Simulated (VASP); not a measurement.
# CuO2 (Cmcm) in VASP: notebook, part 2 of 2

VASP 6.6.1.

## (6) Single point, PBEsol

This run uses another cell than the first one, of 10.87 Å³/atom, 1.020 times its volume.

File INCAR:

```
ALGO = Normal
EDIFF = 1E-6
ENCUT = 520
GGA = PS
ISIF = 2
ISMEAR = -1
LASPH = T
LCHARG = F
LREAL = F
LWAVE = F
NBANDS = 32
NELM = 100
PREC = Accurate
SIGMA = 0.05
```

File KPOINTS:

```
k-points
0
Gamma
  8 8 5
```

File POSCAR:

```
CuO2
1.0
    1.4267411500     -5.2628544700      0.0000000000
    1.4267411500      5.2628544700      0.0000000000
    0.0000000000      0.0000000000      4.3434240000
Cu O
2 4
Direct
    0.1672530000      0.8327470000      0.7500000000
    0.8327470000      0.1672530000      0.2500000000
    0.7889700000      0.2110300000      0.7500000000
    0.2110300000      0.7889700000      0.2500000000
    0.5514860000      0.4485140000      0.7500000000
    0.4485140000      0.5514860000      0.2500000000
```

Potentials or basis: VASP PAW PBE potentials, release 64 (Cu, O).

On the command line:

```bash
$ cat potpaw_PBE.64/Cu/POTCAR potpaw_PBE.64/O/POTCAR > POTCAR
$ mpirun -np 1 vasp_std > vasp.out
```

OUTCAR:

```text
EDIFF = 1E-6
   ENCUT = 520
   GGA = PS
   ISIF = 2
   ISMEAR = -1
   LASPH = T
   LREAL = F
   NELM = 100
   PREC = Accurate

 ion  position               nearest neighbor table
   1  0.167  0.833  0.750-   5 1.88   5 1.88   3 1.92   3 1.92   4 2.22   4 2.22
   2  0.833  0.167  0.250-   6 1.88   6 1.88   4 1.92   4 1.92   3 2.22   3 2.22
   3  0.789  0.211  0.750-   1 1.92   1 1.92   2 2.22   2 2.22
   4  0.211  0.789  0.250-   2 1.92   2 1.92   1 2.22   1 2.22
   5  0.551  0.449  0.750-   1 1.88   1 1.88
   6  0.449  0.551  0.250-   2 1.88   2 1.88

  LATTYP: Found a base centered orthorhombic cell.
 ALAT       =     2.8534823000
 B/A-ratio  =     3.6887241039
 C/A-ratio  =     1.5221485691

  Lattice vectors:

 A1 = (   1.4267411500,  -5.2628544700,   0.0000000000)
 A2 = (   1.4267411500,   5.2628544700,   0.0000000000)
 A3 = (   0.0000000000,   0.0000000000,   4.3434240000)

Analysis of symmetry for initial positions (statically):
=====================================================================
 Subroutine PRICEL returns:
 Original cell was already a primitive cell.

 Routine SETGRP: Setting up the symmetry group for a
 base centered orthorhombic supercell.

 Subroutine GETGRP returns: Found  8 space group operations
 (whereof  4 operations were pure point group operations)
 out of a pool of  8 trial point group operations.

The static configuration has the point symmetry C_2h.
 The point group associated with its full space group is D_2h.

Analysis of symmetry for dynamics (positions and initial velocities):
=====================================================================
 Subroutine PRICEL returns:
 Original cell was already a primitive cell.

 Routine SETGRP: Setting up the symmetry group for a
 base centered orthorhombic supercell.

[... 126 lines left out ...]
   EMIN   =  10.00;   EMAX   =-10.00  energy-range for DOS
   EFERMI =   0.00;   METHOD = LEGACY
   ISMEAR =    -1;   SIGMA  =   0.05  broadening in eV -4-tet -1-fermi 0-gaus
   EFERMI_NEDOS =   21; number of points for ismear=-14 and -15
   IALGO  =     38    algorithm
   IMIX   =      4    mixing-type and parameters
     AMIX     =   0.40;   BMIX     =  1.00
     AMIX_MAG =   1.60;   BMIX_MAG =  1.00
  volume/ion in A,a.u.               =      10.87        73.36
  Fermi-wavevector in a.u.,A,eV,Ry     =   1.457196  2.753700 28.890870  2.123419
  Thomas-Fermi vector in A             =   2.574025
   LORBIT       =      0    0 simple, 1 ext, 2 COOP (PROOUT), +10 PAW based schemes
   GGA     = PS    functional components
   LHFCALC =     F    Hartree Fock is set to
   AEXX    =    0.0000 exact exchange contribution
   IVDW    =     0    specifies the selected vdW correction
   LEPSILON=     F    determine dielectric tensor
   LRPA    =     F    only Hartree local field effects (RPA)
 non-spin polarized calculation
  energy-cutoff  :      520.00
  volume of cell :       65.23
 maximum number of plane-waves:      1774
 NGX is ok and might be reduce to    42
   NGX = 21   NGY = 21   NGZ = 17

 number of electron      45.9999984 magnetization

 Free energy of the ion-electron system (eV)
  ---------------------------------------------------
  ext. energy  EPLUGINS =         0.00000000
  ---------------------------------------------------
  free energy    TOTEN  =       -29.63065513 eV

  energy without entropy =      -29.58248783  energy(sigma->0) =      -29.60657148

 E-fermi :   2.2112     XC(G=0): -11.1204

 val. band max:        2.2021281359   @ k =  -0.2500   0.1250   0.2000
 cond. band min:       2.2215006767   @ k =   0.1250   0.0000   0.4000
 fundamental gap:      0.0193725408
 Fermi energy:         2.2111660169

 k-point     1 :       0.0000    0.0000    0.0000
  band No.  band energies     occupation
      1     -16.7383      2.00000
      2     -15.2294      2.00000
      3     -15.1461      2.00000
      4     -14.5022      2.00000
      5      -3.7501      2.00000
      6      -3.5567      2.00000
[... 829 lines left out ...]
     31      14.6801      0.00000
     32      15.5368      0.00000

 [... further k-points ...]
[... 5 lines left out ...]
  --------------------------------------------------------------------------------------
  -------------------------------------------------------------------------------------
  Total       -5.3412417     -4.5186997     -3.4688521      0.0000000     -0.0000000      0.0000000
  in kB     -131.1970406   -110.9929239    -85.2054922      0.0000000     -0.0000000      0.0000000
  external PRESSURE =    -109.1318189 kB  Pullay stress =       0.0000000 kB

 VOLUME and BASIS-vectors are now :
 -----------------------------------------------------------------------------
  energy-cutoff  :      520.00
  volume of cell :       65.23
      direct lattice vectors                 reciprocal lattice vectors
     1.426741150 -5.262854470  0.000000000     0.350448993 -0.095005477  0.000000000
     1.426741150  5.262854470  0.000000000     0.350448993  0.095005477  0.000000000
     0.000000000  0.000000000  4.343424000     0.000000000  0.000000000  0.230233106

 POSITION                                       TOTAL-FORCE (eV/Angst)
 -----------------------------------------------------------------------------------
      1.42674      3.50240      3.25757         0.000000     -0.026449      0.000000
      1.42674     -3.50240      1.08586         0.000000      0.026449     -0.000000
      1.42674     -3.04161      3.25757         0.000000      0.659110     -0.000000
      1.42674      3.04161      1.08586         0.000000     -0.659110     -0.000000
      1.42674     -0.54193      3.25757         0.000000     -0.453029     -0.000000
      1.42674      0.54193      1.08586         0.000000      0.453029      0.000000
 -----------------------------------------------------------------------------------
    total drift:                                0.000000      0.000000     -0.000000

  FREE ENERGIE OF THE ION-ELECTRON SYSTEM (eV)
  ---------------------------------------------------
  free  energy   TOTEN  =       -29.6306551339 eV

  energy  without entropy=      -29.5824878295  energy(sigma->0) =      -29.60657148
```

OSZICAR:

```text
N       E                     dE             d eps       ncg     rms          rms(c)
DAV:   1     0.492151560087E+03    0.49215E+03   -0.22020E+04  4168   0.203E+03
DAV:   2     0.260807151230E+02   -0.46607E+03   -0.42307E+03  4368   0.455E+02
DAV:   3    -0.441329747570E+02   -0.70214E+02   -0.65535E+02  4848   0.185E+02
DAV:   4    -0.475545177624E+02   -0.34215E+01   -0.33813E+01  5256   0.438E+01
DAV:   5    -0.476402506989E+02   -0.85733E-01   -0.85642E-01  4728   0.661E+00    0.346E+01
DAV:   6    -0.637390952852E+02   -0.16099E+02   -0.15533E+02  6256   0.319E+02    0.340E+01
DAV:   7    -0.356215024325E+02    0.28118E+02   -0.81909E+01  5496   0.181E+02    0.222E+01
DAV:   8    -0.305416556528E+02    0.50798E+01   -0.17517E+01  6368   0.385E+01    0.893E+00
DAV:   9    -0.296942058995E+02    0.84745E+00   -0.20003E+00  6344   0.336E+01    0.308E+00
DAV:  10    -0.296610539592E+02    0.33152E-01   -0.50344E-01  5376   0.526E+00    0.169E+00
DAV:  11    -0.296514162694E+02    0.96377E-02   -0.19074E-01  5928   0.148E+01    0.154E+00
DAV:  12    -0.296321399973E+02    0.19276E-01   -0.51759E-02  6280   0.712E+00    0.312E-01
DAV:  13    -0.296311811700E+02    0.95883E-03   -0.11188E-02  5736   0.847E-01    0.256E-01
DAV:  14    -0.296307349893E+02    0.44618E-03   -0.85226E-04  6256   0.665E-01    0.100E-01
DAV:  15    -0.296306714175E+02    0.63572E-04   -0.24041E-04  6216   0.216E-01    0.368E-02
DAV:  16    -0.296306556234E+02    0.15794E-04   -0.49717E-05  6408   0.215E-01    0.120E-02
DAV:  17    -0.296306554333E+02    0.19010E-06   -0.13706E-05  6128   0.452E-02    0.524E-03
DAV:  18    -0.296306551339E+02    0.29947E-06   -0.25535E-07  2808   0.147E-02
   1 F= -.29630655E+02 E0= -.29606571E+02  d E =-.481673E-01
```

Run time: 2 min. Hardware: 1 thread of Intel Xeon 6975P-C (Granite Rapids), shared host; peak memory 0.28 GiB.

Results:

| Item | Value |
| --- | --- |
| Free energy | -29.6307 eV |
| Pressure | -10.9 GPa |
| Largest force | 0.659 eV/Å |
| Band gap on the k mesh | zero (band 23 reaches 2.33 eV, above the bottom of band 24 at 2.05 eV) |

Forces on the atoms (eV/Å):
```
Cu   0.000 -0.026  0.000
Cu   0.000  0.026  0.000
O    0.000  0.659  0.000
O    0.000 -0.659  0.000
O    0.000 -0.453  0.000
O    0.000  0.453  0.000
```

Stress tensor (GPa, compression positive):
```
-13.12   0.00   0.00
  0.00 -11.10   0.00
  0.00   0.00  -8.52
```

Caveat: the PAW data sets were made with another functional, which shifts forces and pressure a little; semilocal functionals often make such compounds metallic where correlation or magnetic order opens a gap, which also shifts bond lengths. With open d or f shells a metallic result of PBEsol can be an artefact of self-interaction; +U or a hybrid may open a gap.

## (7) The runs side by side

```csv
cell,k mesh,gap on the mesh (eV),pressure (GPa),largest force (eV/Å)
"a = 5.399, b = 5.399, c = 4.343 Å, angles 90.0, 90.0, 149.7°, 6 atoms",8 × 8 × 6,none,-7.9,0.42
"a = 5.291, b = 5.291, c = 4.343 Å, angles 90.0, 90.0, 149.7°, 6 atoms",8 × 8 × 5,none,-0.3,0.37
"a = 5.345, b = 5.345, c = 4.343 Å, angles 90.0, 90.0, 149.7°, 6 atoms",8 × 8 × 5,none,-4.3,0.24
"a = 5.399, b = 5.399, c = 4.343 Å, angles 90.0, 90.0, 149.7°, 6 atoms",8 × 8 × 5,none,-7.7,0.46
"a = 5.453, b = 5.453, c = 4.343 Å, angles 90.0, 90.0, 149.7°, 6 atoms",8 × 8 × 5,none,-10.9,0.66
```

Alike in all rows: task single point; level PBEsol; potentials or basis VASP PAW PBE potentials, release 64 (Cu, O); no spin polarisation; cutoff (eV) 520; smearing fermi-dirac 0.05 eV.

Caveats: the PAW data sets were made with another functional, which shifts forces and pressure a little; semilocal functionals often make such compounds metallic where correlation or magnetic order opens a gap, which also shifts bond lengths.

Absolute energies hang on the potentials; compare differences alone.
